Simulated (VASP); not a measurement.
Set up this calculation in VASP 6.6.1, as the native input.

| Quantity | Value |
| --- | --- |
| Task | single point |
| Functional | PBE |
| Potentials or basis | VASP PAW PBE potentials, release 64 (Cd, Si, Te) |
| Cutoff | 520 eV |
| k mesh | 4 × 4 × 4 |
| Occupations | fermi-dirac, width 0.1 eV |
| Spin | no spin polarisation |
| Dipole correction | no |
| Further INCAR settings | ALGO = Normal; EDIFF = 1e-06; NBANDS = 31 |

The structure of CdSi2Te4 lies in POSCAR:

```
CdSi2Te4
1.0
    0.0000000000      5.9423180000      0.0000000000
    5.9423180000      0.0000000000      0.0000000000
    2.9711590000      2.9711590000     -5.9380080000
Cd Si Te
1 2 4
Direct
    0.0000000000      0.0000000000      0.0000000000
    0.5000000000      0.5000000000      0.0000000000
    0.7500000000      0.2500000000      0.5000000000
    0.3700000000      0.3900000000      0.7400000000
    0.6100000000      0.1100000000      0.2600000000
    0.8900000000      0.8700000000      0.7400000000
    0.1300000000      0.6300000000      0.2600000000
```

One way to write it, as run:

INCAR

```
SYSTEM = CdSi2Te4
  PREC = Accurate
  ENCUT = 520
  EDIFF = 1E-6
  ISMEAR = -1
  SIGMA = 0.1
  LREAL = .FALSE.
  LASPH = .TRUE.
  NELM = 100
  ALGO = Normal
  ISIF = 2
  LWAVE = .FALSE.
  LCHARG = .FALSE.
  GGA = PE
  NBANDS = 31
```

KPOINTS

```
Automatic mesh
0
G
  4 4 4
  0 0 0
```

Potentials or basis: VASP PAW PBE potentials, release 64 (Cd, Si, Te).

Command:

```sh
$ cat potpaw_PBE.64/Cd/POTCAR potpaw_PBE.64/Si/POTCAR potpaw_PBE.64/Te/POTCAR > POTCAR
$ mpirun -np 1 vasp_std > vasp.out
```

It gave:

```yaml
Pressure: 7.9 GPa
Largest_force: 1.798 eV/Å
Band_gap_on_the_k_mesh: zero (bands 22 and 23 overlap by 0.97 eV)
```

Caveat: the cell stands under pressure; spin-orbit coupling is left out, which moves the levels of the heavy elements; forces of over 1 eV/Å act on the atoms, so gaps and moduli don't describe the material at rest.

Run time: 96 s on 1 thread of Intel(R) Xeon(R) Platinum 8259CL CPU @ 2.50GHz (Skylake/Cascade Lake) (shared host), peak memory 0.38 GiB.
